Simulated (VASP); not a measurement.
Here is a VASP 6.6.1 calculation.

File INCAR:

```
SYSTEM = AlN
  PREC = Accurate
  ENCUT = 520
  EDIFF = 1E-6
  ISMEAR = -1
  SIGMA = 0.131
  LREAL = .False.
  LASPH = .True.
  NELM = 100
  ALGO = Normal
  ISIF = 2
  LWAVE = .False.
  LCHARG = .False.
  GGA = PE
  NBANDS = 41
  ISYM = 0
```

Contents of KPOINTS:

```
Automatic mesh
0
Gamma
  1 1 1
  0 0 0
```

Contents of POSCAR:

```
AlN
1.0
    5.2253880000      0.0754520000     -0.0146810000
    0.0754520000      5.6076760000      0.1886370000
   -0.0146810000      0.1886370000      5.5019230000
Al N
7 7
Direct
    0.4278187622      0.7119061619      0.2183618281
    1.0332174475      0.4789363213      0.4900044138
    0.9382040723      0.0259214914      0.7370839289
    0.4540263374      0.2369277553      0.1218886960
   -0.0044186928      0.5236991603     -0.0186114763
    0.4521575280      0.0912532603      0.7002766821
    0.9149070673      0.0502499336      0.2473856421
    0.1048364885      0.7295967468      0.7240557825
    0.2270531366      0.4452813365      0.2307814616
    0.8006473141      0.7131021941      0.2651627158
    0.3816089333     -0.2304658101      0.8352043058
    0.7460242643      0.1792373306     -0.0155266459
    0.1989247278      0.2670798694      0.7944006611
    0.7857250212      0.2118097512      0.4992552737
```

Potentials or basis: VASP PAW PBE potentials, release 64 (Al, N).

Command:

```console
$ cat potpaw_PBE.64/Al/POTCAR potpaw_PBE.64/N/POTCAR > POTCAR
$ mpirun -np 1 vasp_gam > vasp.out
```

Question: Estimate the band gap on the k mesh.

Answer: 3.33 eV.

Question: Estimate the pressure.

Answer: 1.7 GPa.

Question: What does it give for the largest force?

Answer: 3.221 eV/Å.

Forces on the atoms (eV/Å):
```
Al   1.763  2.419 -1.138
Al  -2.075  0.944  1.790
Al   1.675  1.362  1.529
Al  -2.494 -0.933  0.898
Al  -1.139 -0.733  0.507
Al   2.206 -1.398 -1.886
Al   0.231 -3.064  0.668
N   -0.110  0.660 -0.595
N    1.155  0.719  0.813
N   -0.359  0.606 -0.560
N    0.497  0.885  0.105
N    0.426 -0.546 -0.733
N   -1.098 -0.896 -0.306
N   -0.680 -0.026 -1.092
```

Caveat: the k points lie up to 1.20 Å⁻¹ apart.
